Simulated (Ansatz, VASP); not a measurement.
## SnTe: VASP beside Ansatz

```
CELL_PARAMETERS angstrom
0.00000 3.04574 3.26420
3.04574 0.00000 3.26420
3.04574 3.04574 0.00000
ATOMIC_POSITIONS crystal
Sn 0.01817 0.98183 0.98183
Te 0.48310 0.51690 0.51690
```

Change from the starting cell: mode 4 frozen in at -0.113 Å, strain +e along z and -e/2 along x and y +0.0467.

Alike in both runs: task single point; functional LDA; k mesh 10 × 10 × 10; occupations gaussian, width 0.03 eV; no spin polarisation.

|  | VASP | Ansatz |
| --- | --- | --- |
| version | VASP 6.6.1 | Ansatz 0.2.0 |
| potentials or method | VASP PAW LDA potentials, release 64 (Sn_d, Te), cutoff 520 eV | scalar-relativistic, plane waves, PAW |
| valence electrons in the cell | 20 | 30 |

VASP gave:

| Property | Result |
| --- | --- |
| gap on the k mesh at the Fermi level (eV) | 0.17 |
| least direct gap on the mesh (eV) | 0.53 |
| pressure (GPa) | 1.5 |
| traceless stress, the component that is largest in VASP (GPa) | -6.45 |
| rms of the force components (eV/Å) | 0.254 |

Question: What did Ansatz give for the same quantities?

Answer: gap on the k mesh at the Fermi level (eV): 0.19; least direct gap on the mesh (eV): 0.53; pressure (GPa): 1.5; traceless stress, the component that is largest in VASP (GPa): -6.40; rms of the force components (eV/Å): 0.245.

LDA's correlation is that of Perdew and Zunger in VASP and of Perdew and Wang (1992) in Ansatz. Atom by atom the forces differ by 0.010 eV/Å (rms over components). VASP's potentials hold 20 valence electrons a cell and Ansatz's 30, so a difference there can come from the potentials and not from the codes.

Neither program's run includes spin-orbit coupling.
